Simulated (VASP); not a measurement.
# Mg27ClO26 (a cell with a defect) in VASP: single point with PBE

Aim: the single point of Mg27ClO26 (a cell with a defect) with PBE.

All numbers are computed with VASP 6.6.1; they aren't measurements. Logs are shortened: lines on timing, memory, paths and dates and some standing lists are left out, and cuts for length are marked.

## Step 1: The cell of the first run

The cell holds a defect, 54 atoms: a = 8.946 Å, b = 8.946 Å, c = 8.946 Å, α = 60.00°, β = 60.00°, γ = 60.00°.

## Step 2: Single point, PBE

INCAR

```
  PREC = Accurate
  ENCUT = 520
  EDIFF = 1E-7
  ISMEAR = -1
  SIGMA = 0.01
  LREAL = Auto
  LASPH = T
  NELM = 100
  ALGO = Normal
  ISIF = 2
  LWAVE = F
  LCHARG = F
  GGA = PE
  NBANDS = 142
  NELECT = 216.0
```

KPOINTS

```
regular mesh
0
Gamma
  3 3 3
```

POSCAR

```
Mg27ClO26
1.0
    0.0000000000      6.3255000000      6.3255000000
    6.3255000000      0.0000000000      6.3255000000
    6.3255000000      6.3255000000      0.0000000000
Mg Cl O
27 1 26
Direct
   -0.0002630506     -0.0002630506     -0.0002630506
   -0.0160226753     -0.0160226753      0.3493560086
   -0.0002630506     -0.0002630506      0.6674558185
   -0.0160226753      0.3493560086     -0.0160226753
   -0.0160226753      0.3493560086      0.3493560086
    0.0007310826      0.3326022507      0.6666666667
   -0.0002630506      0.6674558185     -0.0002630506
    0.0007310826      0.6666666667      0.3326022507
    0.0007310826      0.6666666667      0.6666666667
    0.3493560086     -0.0160226753     -0.0160226753
    0.3493560086     -0.0160226753      0.3493560086
    0.3326022507      0.0007310826      0.6666666667
    0.3493560086      0.3493560086     -0.0160226753
    0.3335963839      0.3335963839      0.3335963839
    0.3335963839      0.3335963839      0.6658775148
    0.3326022507      0.6666666667      0.0007310826
    0.3335963839      0.6658775148      0.3335963839
    0.3326022507      0.6666666667      0.6666666667
    0.6674558185     -0.0002630506     -0.0002630506
    0.6666666667      0.0007310826      0.3326022507
    0.6666666667      0.0007310826      0.6666666667
    0.6666666667      0.3326022507      0.0007310826
    0.6658775148      0.3335963839      0.3335963839
    0.6666666667      0.3326022507      0.6666666667
    0.6666666667      0.6666666667      0.0007310826
    0.6666666667      0.6666666667      0.3326022507
    0.6666666667      0.6666666667      0.6666666667
    0.1666666667      0.1666666667      0.1666666667
    0.1666666667      0.1666666667      0.5000252188
    0.1666666667      0.1666666667      0.8333081145
    0.1666666667      0.5000252188      0.1666666667
    0.1657327867      0.5003112933      0.5003112933
    0.1666666667      0.5000252188      0.8333081145
    0.1666666667      0.8333081145      0.1666666667
    0.1666666667      0.8333081145      0.5000252188
    0.1676005466      0.8330220400      0.8330220400
    0.5000252188      0.1666666667      0.1666666667
    0.5003112933      0.1657327867      0.5003112933
    0.5000252188      0.1666666667      0.8333081145
    0.5003112933      0.5003112933      0.1657327867
    0.5003112933      0.5003112933      0.5003112933
    0.5031809919      0.5031809919      0.8301523414
    0.5000252188      0.8333081145      0.1666666667
    0.5031809919      0.8301523414      0.5031809919
    0.5031809919      0.8301523414      0.8301523414
    0.8333081145      0.1666666667      0.1666666667
    0.8333081145      0.1666666667      0.5000252188
    0.8330220400      0.1676005466      0.8330220400
    0.8333081145      0.5000252188      0.1666666667
    0.8301523414      0.5031809919      0.5031809919
    0.8301523414      0.5031809919      0.8301523414
    0.8330220400      0.8330220400      0.1676005466
    0.8301523414      0.8301523414      0.5031809919
    0.8330220400      0.8330220400      0.8330220400
```

Potentials or basis: VASP PAW PBE potentials, release 64 (Mg, Cl, O).

On the command line:

```bash
$ cat potpaw_PBE.64/Mg/POTCAR potpaw_PBE.64/Cl/POTCAR potpaw_PBE.64/O/POTCAR > POTCAR
$ mpirun -np 1 vasp_std > vasp.out
```

OUTCAR:

```text
PREC = Accurate
   ENCUT = 520
   EDIFF = 1E-7
   ISMEAR = -1
   LREAL = Auto
   LASPH = T
   NELM = 100
   ISIF = 2
   GGA = PE
   NELECT = 216.0

 ion  position               nearest neighbor table
   1  1.000  1.000  1.000-  36 2.11  48 2.11  52 2.11  46 2.11  34 2.11  30 2.11   3 2.97   7 2.97
                            19 2.97   8 2.98  12 2.98  16 2.98   6 2.98  20 2.98  22 2.98   2 2.99
   2  0.984  0.984  0.349-  53 1.95  46 2.12  34 2.12  47 2.12  35 2.12  28 2.31   8 2.84  20 2.84
                             9 2.84  21 2.84   1 2.99  17 2.99  23 2.99   3 2.99  10 3.27  11 3.27
   3  1.000  1.000  0.667-  36 2.11  48 2.11  54 2.11  29 2.11  35 2.11  47 2.11   1 2.97   7 2.97
                            19 2.97  12 2.98   6 2.98  18 2.98  24 2.98  21 2.98   9 2.98  11 2.99
   4  0.984  0.349  0.984-  51 1.95  46 2.12  30 2.12  49 2.12  33 2.12  28 2.31   6 2.84  22 2.84
                             9 2.84  25 2.84   1 2.99  23 2.99  15 2.99   7 2.99  10 3.27  13 3.27
   5  0.984  0.349  0.349-  50 1.95  49 2.12  47 2.12  31 2.12  29 2.12  28 2.31  24 2.84  26 2.84
                             6 2.84   8 2.84  14 2.99   3 2.99   7 2.99  23 2.99  11 3.27  13 3.27
   6  0.001  0.333  0.667-  29 2.10  30 2.10  48 2.10  32 2.10  51 2.11  50 2.11   4 2.84   5 2.84
                            12 2.97  15 2.98   3 2.98   1 2.98  14 2.98  22 2.99  24 2.99  27 2.99
   7  1.000  0.667  1.000-  36 2.11  52 2.11  54 2.11  31 2.11  33 2.11  49 2.11   1 2.97   3 2.97
                            19 2.97  16 2.98   8 2.98  18 2.98  26 2.98  25 2.98   9 2.98  13 2.99
   8  0.001  0.667  0.333-  31 2.10  34 2.10  52 2.10  32 2.10  53 2.11  50 2.11   2 2.84   5 2.84
                            16 2.97  17 2.98   7 2.98   1 2.98  14 2.98  20 2.99  26 2.99  27 2.99
   9  0.001  0.667  0.667-  33 2.10  35 2.10  54 2.10  32 2.10  53 2.11  51 2.11   2 2.84   4 2.84
[... 62 lines left out ...]
  53  0.830  0.830  0.503-   2 1.95  27 2.07  20 2.11   8 2.11  21 2.11   9 2.11
  54  0.833  0.833  0.833-   9 2.10  21 2.10  25 2.10  19 2.11   7 2.11   3 2.11

  LATTYP: Found a face centered cubic cell.
 ALAT       =    12.6510000000

  Lattice vectors:

 A1 = (   0.0000000000,   6.3255000000,   6.3255000000)
 A2 = (   6.3255000000,   0.0000000000,   6.3255000000)
 A3 = (   6.3255000000,   6.3255000000,   0.0000000000)

Analysis of symmetry for initial positions (statically):
=====================================================================
 Subroutine PRICEL returns:
 Original cell was already a primitive cell.

 Routine SETGRP: Setting up the symmetry group for a
 face centered cubic supercell.

 Subroutine GETGRP returns: Found 48 space group operations
 (whereof  6 operations were pure point group operations)
 out of a pool of 48 trial point group operations.

The static configuration has the point symmetry C_3v.
 The point group associated with its full space group is O_h .

Analysis of symmetry for dynamics (positions and initial velocities):
=====================================================================
 Subroutine PRICEL returns:
 Original cell was already a primitive cell.

 Routine SETGRP: Setting up the symmetry group for a
 face centered cubic supercell.

 Subroutine GETGRP returns: Found 48 space group operations
 (whereof  6 operations were pure point group operations)
 out of a pool of 48 trial point group operations.

The dynamic configuration has the point symmetry C_3v.
 The point group associated with its full space group is O_h .

 Subroutine INISYM returns: Found 48 space group operations
 (whereof  6 operations are pure point group operations),
 and found     1 'primitive' translations

----------------------------------------------------------------------------------------

                                     Primitive cell

  volume of cell :     506.1912

  direct lattice vectors                    reciprocal lattice vectors
     0.000000000  6.325500000  6.325500000    -0.079045135  0.079045135  0.079045135
     6.325500000  0.000000000  6.325500000     0.079045135 -0.079045135  0.079045135
     6.325500000  6.325500000  0.000000000     0.079045135  0.079045135 -0.079045135

  length of vectors
     8.945607889  8.945607889  8.945607889     0.136910190  0.136910190  0.136910190

  position of ions in fractional coordinates (direct lattice)
     0.999736949  0.999736949  0.999736949
     0.983977325  0.983977325  0.349356009
     0.999736949  0.999736949  0.667455819
     0.983977325  0.349356009  0.983977325
     0.983977325  0.349356009  0.349356009
     0.000731083  0.332602251  0.666666667
[... 46 lines left out ...]
     0.830152341  0.830152341  0.503180992
     0.833022040  0.833022040  0.833022040

  ion indices of the primitive-cell ions
   primitive index   ion index
                 1           1
                 2           2
                 3           3
                 4           4
                 5           5
                 6           6
[... 46 lines left out ...]
                53          53
                54          54

----------------------------------------------------------------------------------------

 KPOINTS: regular mesh

Automatic generation of k-mesh.
 Grid dimensions read from file:
 generate k-points for:    3    3    3

 Generating k-lattice:

  Cartesian coordinates                     Fractional coordinates (reciprocal lattice)
    -0.026348378  0.026348378  0.026348378     0.333333333  0.000000000  0.000000000
     0.026348378 -0.026348378  0.026348378     0.000000000  0.333333333  0.000000000
     0.026348378  0.026348378 -0.026348378     0.000000000  0.000000000  0.333333333

  Length of vectors
     0.045636730  0.045636730  0.045636730

  Shift w.r.t. Gamma in fractional coordinates (k-lattice)
     0.000000000  0.000000000  0.000000000

 Subroutine IBZKPT returns following result:
 ===========================================

 Found      4 irreducible k-points:

 Following reciprocal coordinates:
            Coordinates               Weight
  0.000000  0.000000  0.000000      1.000000
  0.333333  0.000000  0.000000      8.000000
  0.333333  0.333333  0.000000      6.000000
 -0.333333  0.333333  0.000000     12.000000
   k-points           NKPTS =      4   k-points in BZ     NKDIM =      4   number of bands    NBANDS=    142
   number of dos      NEDOS =    301   number of ions     NIONS =     54
   total plane-waves  NPLWV = 343000
   dimension x,y,z NGX =    70 NGY =   70 NGZ =   70
   dimension x,y,z NGXF=   140 NGYF=  140 NGZF=  140
   ions per type =              27   1  26
   NGX,Y,Z   is equivalent  to a cutoff of  13.01, 13.01, 13.01 a.u.
   NGXF,Y,Z  is equivalent  to a cutoff of  26.02, 26.02, 26.02 a.u.
 SYSTEM =  unknown system
   PREC   = accura    normal or accurate (medium, high low for compatibility)
   ISTART =      0    job   : 0-new  1-cont  2-samecut
   ICHARG =      2    charge: 1-file 2-atom 10-const
   ISPIN  =      1    spin polarized calculation?
   LNONCOLLINEAR =      F non collinear calculations
   LSORBIT =      F    spin-orbit coupling
   LASPH  =      T    aspherical Exc in radial PAW
   ENCUT  =  520.0 eV  38.22 Ry    6.18 a.u.  16.63 16.63 16.63*2*pi/ulx,y,z
   NELM   =    100;   NELMIN=  2; NELMDL= -5     # of ELM steps
   EDIFF  = 0.1E-06   stopping-criterion for ELM
   LREAL  =      T    real-space projection
   EDIFFG = 0.1E-05   stopping-criterion for IOM
   NSW    =      0    number of steps for IOM
   IBRION =     -1    ionic relax: 0-MD 1-quasi-New 2-CG
   NFREE  =      0    steps in history (QN), initial steepest desc. (CG)
   ISIF   =      2    stress and relaxation
   ISYM   =      2    0-nonsym 1-usesym 2-fastsym
   POTIM  = 0.5000    time-step for ionic-motion
   TEBEG  =    0.0;   TEEND  =   0.0 temperature during run
   PSTRESS=    0.0 pullay stress
   NELECT =     216.0000    total number of electrons
   NUPDOWN=      -1.0000    fix difference up-down
   EMIN   =  10.00;   EMAX   =-10.00  energy-range for DOS
   EFERMI =   0.00;   METHOD = LEGACY
   ISMEAR =    -1;   SIGMA  =   0.01  broadening in eV -4-tet -1-fermi 0-gaus
   EFERMI_NEDOS =   21; number of points for ismear=-14 and -15
   IALGO  =     38    algorithm
   IMIX   =      4    mixing-type and parameters
     AMIX     =   0.40;   BMIX     =  1.00
     AMIX_MAG =   1.60;   BMIX_MAG =  1.00
  volume/ion in A,a.u.               =       9.37        63.26
  Fermi-wavevector in a.u.,A,eV,Ry     =   1.232503  2.329092 20.668107  1.519063
  Thomas-Fermi vector in A             =   2.367270
   LORBIT       =      0    0 simple, 1 ext, 2 COOP (PROOUT), +10 PAW based schemes
   GGA     = PE    functional components
   LHFCALC =     F    Hartree Fock is set to
   AEXX    =    0.0000 exact exchange contribution
   IVDW    =     0    specifies the selected vdW correction
   LEPSILON=     F    determine dielectric tensor
   LRPA    =     F    only Hartree local field effects (RPA)
 non-spin polarized calculation
  energy-cutoff  :      520.00
  volume of cell :      506.19
 maximum number of plane-waves:     13666
 NGX is ok and might be reduce to    70
   NGX = 33   NGY = 33   NGZ = 33

 number of electron     216.0000003 magnetization

 Free energy of the ion-electron system (eV)
  ---------------------------------------------------
  ext. energy  EPLUGINS =         0.00000000
  ---------------------------------------------------
  free energy    TOTEN  =      -319.30015852 eV

  energy without entropy =     -319.30015852  energy(sigma->0) =     -319.30015852

 E-fermi :   3.6732     XC(G=0): -11.0977

 val. band max:        3.3930687157   @ k =   0.0000   0.0000   0.0000
 cond. band min:       8.2050740855   @ k =   0.0000   0.0000   0.0000
 fundamental gap:      4.8120053698
 Fermi energy:         3.6731957062

 k-point     1 :       0.0000    0.0000    0.0000
  band No.  band energies     occupation
      1     -13.9183      2.00000
      2     -13.1701      2.00000
      3     -13.0223      2.00000
      4     -13.0223      2.00000
      5     -13.0223      2.00000
      6     -12.8824      2.00000
[... 481 lines left out ...]
    119      12.1176      0.00000
    120      12.4071      0.00000
 [bands above 120 left out]

------------------------ aborting loop because EDIFF is reached ----------------------------------------

  FORCE on cell =-STRESS in cart. coord.  units (eV):
  Direction    XX          YY          ZZ          XY          YZ          ZX
  --------------------------------------------------------------------------------------
  -------------------------------------------------------------------------------------
  Total       16.4611538     16.4611538     16.4611538      0.0000000      0.0000000      0.0000000
  in kB       52.1022262     52.1022262     52.1022262      0.0000000      0.0000000      0.0000000
  external PRESSURE =      52.1022262 kB  Pullay stress =       0.0000000 kB

 VOLUME and BASIS-vectors are now :
 -----------------------------------------------------------------------------
  energy-cutoff  :      520.00
  volume of cell :      506.19
      direct lattice vectors                 reciprocal lattice vectors
     0.000000000  6.325500000  6.325500000    -0.079045135  0.079045135  0.079045135
     6.325500000  0.000000000  6.325500000     0.079045135 -0.079045135  0.079045135
     6.325500000  6.325500000  0.000000000     0.079045135  0.079045135 -0.079045135

 POSITION                                       TOTAL-FORCE (eV/Angst)
 -----------------------------------------------------------------------------------
     12.64767     12.64767     12.64767         0.006125      0.006125      0.006125
      8.43400      8.43400     12.44830        -0.000000     -0.000000      0.004648
     10.54583     10.54583     12.64767        -0.006125     -0.006125      0.006125
      8.43400     12.44830      8.43400        -0.000000      0.004648     -0.000000
      4.41970      8.43400      8.43400        -0.004648     -0.000000     -0.000000
      6.32088      4.22162      2.10850        -0.001322      0.001322     -0.000000
[... 46 lines left out ...]
      8.43400      8.43400     10.50226        -0.000000     -0.000000     -0.028058
     10.53856     10.53856     10.53856         0.002435      0.002435      0.002435
 -----------------------------------------------------------------------------------
    total drift:                                0.000014      0.000014      0.000014

  FREE ENERGIE OF THE ION-ELECTRON SYSTEM (eV)
  ---------------------------------------------------
  free  energy   TOTEN  =      -319.3001585246 eV

  energy  without entropy=     -319.3001585246  energy(sigma->0) =     -319.30015852
```

Run time: 27 min. Hardware: 1 thread of Oxide Virtual Turin-like, shared host; peak memory 0.76 GiB.

What came out:

```yaml
Free_energy: -319.3002 eV
Largest_force: 0.028 eV/Å
```

Forces on the atoms (eV/Å):
```
Mg   0.006  0.006  0.006
Mg   0.000  0.000  0.005
Mg  -0.006 -0.006  0.006
Mg   0.000  0.005  0.000
Mg  -0.005  0.000  0.000
Mg  -0.001  0.001  0.000
Mg  -0.006  0.006 -0.006
Mg  -0.001  0.000  0.001
Mg   0.000  0.001  0.001
Mg   0.005  0.000  0.000
Mg   0.000 -0.005  0.000
Mg   0.001 -0.001  0.000
Mg   0.000  0.000 -0.005
Mg  -0.006 -0.006 -0.006
Mg   0.006  0.006 -0.006
Mg   0.001  0.000 -0.001
Mg   0.006 -0.006  0.006
Mg   0.000 -0.001 -0.001
Mg   0.006 -0.006 -0.006
Mg   0.000 -0.001  0.001
Mg   0.001  0.000  0.001
Mg   0.000  0.001 -0.001
Mg  -0.006  0.006  0.006
Mg  -0.001  0.000 -0.001
Mg   0.001  0.001  0.000
Mg  -0.001 -0.001  0.000
Mg   0.000  0.000  0.000
Cl   0.000  0.000  0.000
O   -0.018 -0.018  0.000
O    0.018  0.018  0.000
O   -0.018  0.000 -0.018
O   -0.002  0.002  0.002
O    0.000  0.018 -0.018
O    0.018  0.000  0.018
O    0.000 -0.018  0.018
O    0.002 -0.002 -0.002
O    0.000 -0.018 -0.018
O    0.002 -0.002  0.002
O    0.018  0.000 -0.018
O    0.002  0.002 -0.002
O   -0.002 -0.002 -0.002
O    0.000  0.000  0.028
O    0.018 -0.018  0.000
O    0.000  0.028  0.000
O   -0.028  0.000  0.000
O    0.000  0.018  0.018
O   -0.018  0.000  0.018
O   -0.002  0.002 -0.002
O   -0.018  0.018  0.000
O    0.028  0.000  0.000
O    0.000 -0.028  0.000
O   -0.002 -0.002  0.002
O    0.000  0.000 -0.028
O    0.002  0.002  0.002
```

Levels at points of the mesh, in eV from the Fermi level:
```
           k point  band 104  band 105  band 106  band 107  band 108  band 109  band 110  band 111  band 112  band 113
(0.00, 0.00, 0.00)     -0.69     -0.69     -0.28     -0.28     -0.28      4.53      7.04      7.04      7.04      7.37
```

Caveat: the cell carries a net charge on a neutralising background, which shifts energy and pressure; the cell is charged against a uniform background, so pressure and absolute levels hang on convention.
